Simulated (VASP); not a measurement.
A run of VASP 6.6.1 is set up as follows.

Contents of INCAR:

```
SYSTEM = PbO2
PREC = Accurate
ENCUT = 520
EDIFF = 1E-6
ISMEAR = 0
SIGMA = 0.1
LREAL = .FALSE.
LASPH = .TRUE.
NELM = 80
ALGO = Normal
ISIF = 2
LWAVE = .FALSE.
LCHARG = .TRUE.
GGA = PE
LELF = .TRUE.
LVHAR = .TRUE.
NBANDS = 35
```

Contents of KPOINTS:

```
regular mesh
0
G
  8 8 10
  0 0 0
```

File POSCAR:

```
PbO2
1.0
    5.0099838578      0.0000000000      0.0000000000
    0.0000000000      5.0099838578      0.0000000000
    0.0000000000      0.0000000000      3.4362413177
Pb O
2 4
Direct
    0.0000000000      0.0000000000      0.0000000000
    0.5000000000      0.5000000000      0.5000000000
    0.3074044205      0.3074044205      0.0000000000
    0.1925955795      0.8074044205      0.5000000000
    0.6925955795      0.6925955795      0.0000000000
    0.8074044205      0.1925955795      0.5000000000
```

Potentials or basis: VASP PAW PBE potentials, release 64 (Pb_d, O).

Run with:

```bash
$ cat potpaw_PBE.64/Pb_d/POTCAR potpaw_PBE.64/O/POTCAR > POTCAR
$ mpirun -np 1 vasp_std > vasp.out
```

Q: Estimate the largest force.

A: 0.008 eV/Å.

Q: Predict the pressure.

A: 3.8 GPa.

Forces in eV/Å, atoms in the order of the input:
```
Pb   0.000  0.000  0.000
Pb   0.000  0.000  0.000
O   -0.006 -0.006  0.000
O    0.006 -0.006  0.000
O    0.006  0.006  0.000
O   -0.006  0.006  0.000
```

Caveat: the cell stands under pressure.
